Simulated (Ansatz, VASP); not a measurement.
# HfO2: VASP beside Ansatz

POSCAR

```
HfO2
1.0
    0.0000000000      2.5575000000      2.5575000000
    2.5575000000      0.0000000000      2.5575000000
    2.5575000000      2.5575000000      0.0000000000
Hf O
1 2
Direct
    0.0020235202      0.0020235202      0.0020235202
    0.2387126047      0.2387126047      0.2387126047
    0.7387126047      0.7387126047      0.7387126047
```

INCAR.step1

```
SYSTEM = HfO2
  PREC = Accurate
  ENCUT = 520
  ISMEAR = 0
  SIGMA = 0.05
  LREAL = .FALSE.
  LASPH = .TRUE.
  NELM = 60
  NBANDS = 18
  GGA = PE
  ALGO = Normal
  EDIFF = 1E-4
  LWAVE = .TRUE.
  LCHARG = .FALSE.
```

File INCAR.step2:

```
SYSTEM = HfO2
  PREC = Accurate
  ENCUT = 520
  EDIFF = 1E-6
  ISMEAR = 0
  SIGMA = 0.05
  LREAL = .FALSE.
  LASPH = .TRUE.
  NELM = 60
  ALGO = Normal
  ISIF = 2
  LWAVE = .FALSE.
  LCHARG = .TRUE.
  METAGGA = R2SCAN
  LMIXTAU = .TRUE.
  LELF = .TRUE.
  LVHAR = .TRUE.
  NBANDS = 18
  ISTART = 1
```

The input KPOINTS:

```
regular mesh
0
G
  8 8 8
  0 0 0
```

Input for Ansatz:

```yaml
crystal:
  lattice:
    - [0.0, 2.5575, 2.5575]
    - [2.5575, 0.0, 2.5575]
    - [2.5575, 2.5575, 0.0]
  atoms:
    - { symbol: Hf, position: [0.0020235202, 0.0020235202, 0.0020235202] }
    - { symbol: O, position: [0.2387126047, 0.2387126047, 0.2387126047] }
    - { symbol: O, position: [0.7387126047, 0.7387126047, 0.7387126047] }
basis:
  ecutwfc: 500
kpoints:
  mp_grid: { grid: [8, 8, 8] }
hamiltonian:
  xc: r2scan
scf:
  occupations: { method: gaussian, width: 0.05 }
output:
  forces: true
  stress: true
  eigenvalues: true
```

Change from the starting cell: mode 4 (202.9 1/cm) frozen in, largest displacement -0.100 Å.

Alike in both runs: task single point; functional r2SCAN; k mesh 8 × 8 × 8; occupations gaussian, width 0.05 eV; no spin polarisation.

```csv
,VASP,Ansatz
version,VASP 6.6.1,Ansatz 0.2.0
potentials or method,"VASP PAW PBE potentials, release 64 (Hf_pv, O), cutoff 520 eV","scalar-relativistic, plane waves, PAW"
valence electrons in the cell,22,38
```

|  | VASP | Ansatz | Ansatz less VASP |
| --- | --- | --- | --- |
| gap on the k mesh at the Fermi level (eV) | 4.25 | 4.26 | +0.004 |
| least direct gap on the mesh (eV) | 4.25 | 4.26 | +0.004 |
| pressure (GPa) | -10.6 | -7.0 | +3.60 |
| traceless stress, the component that is largest in VASP (GPa) | 0.79 | 0.80 | +0.013 |
| rms of the force components (eV/Å) | 0.220 | 0.242 | +0.0217 |

VASP's potentials were made for PBE, not for r2SCAN. Atom by atom the forces differ by 0.022 eV/Å (rms over components). VASP's potentials hold 22 valence electrons a cell and Ansatz's 38, so a difference there can come from the potentials and not from the codes.

Neither program's run includes spin-orbit coupling.
